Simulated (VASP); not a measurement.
Here is a VASP 6.6.1 calculation.

Contents of INCAR:

```
  PREC = Accurate
  ENCUT = 520
  EDIFF = 1E-7
  ISMEAR = 0
  SIGMA = 0.1
  LREAL = False
  LASPH = True
  NELM = 80
  ALGO = Normal
  ISIF = 2
  LWAVE = False
  LCHARG = True
  GGA = PS
  LELF = True
  LVHAR = True
  NBANDS = 34
```

The input KPOINTS:

```
Automatic mesh
0
Gamma
  6 6 4
```

Contents of POSCAR:

```
SiO2
1.0
    5.0808357494      0.0000000000      0.0000000000
   -2.5404178747      4.4001328314      0.0000000000
    0.0000000000      0.0000000000      5.5587858921
Si O
3 6
Direct
    0.5000000000      0.0000000000      0.0000000000
    0.5000000000      0.5000000000      0.3333333333
    0.0000000000      0.5000000000      0.6666666667
    0.4159447596      0.2079723798      0.1666666667
    0.2079723798      0.4159447596      0.5000000000
    0.7920276202      0.2079723798      0.8333333333
    0.5840552404      0.7920276202      0.1666666667
    0.7920276202      0.5840552404      0.5000000000
    0.2079723798      0.7920276202      0.8333333333
```

Potentials or basis: VASP PAW PBE potentials, release 64 (Si, O).

Run with:

```console
$ cat potpaw_PBE.64/Si/POTCAR potpaw_PBE.64/O/POTCAR > POTCAR
$ mpirun -np 1 vasp_std > vasp.out
```

Task: Predict the pressure.

Result: 0.6 GPa.

Task: What does it give for the largest force?

Result: 0.023 eV/Å.

Task: Predict the band gap on the k mesh.

Result: 5.55 eV, indirect (least direct gap 5.74 eV).

Forces in eV/Å, atoms in the order of the input:
```
Si   0.000  0.000  0.000
Si   0.000  0.000  0.000
Si   0.000  0.000  0.000
O   -0.020 -0.011  0.000
O    0.000 -0.023  0.000
O    0.020 -0.011  0.000
O    0.020  0.011  0.000
O    0.000  0.023  0.000
O   -0.020  0.011  0.000
```

Caveat: the PAW data sets were made with another functional, which shifts forces and pressure a little. A hybrid or GW would open this gap; PBEsol tends to underestimate it.
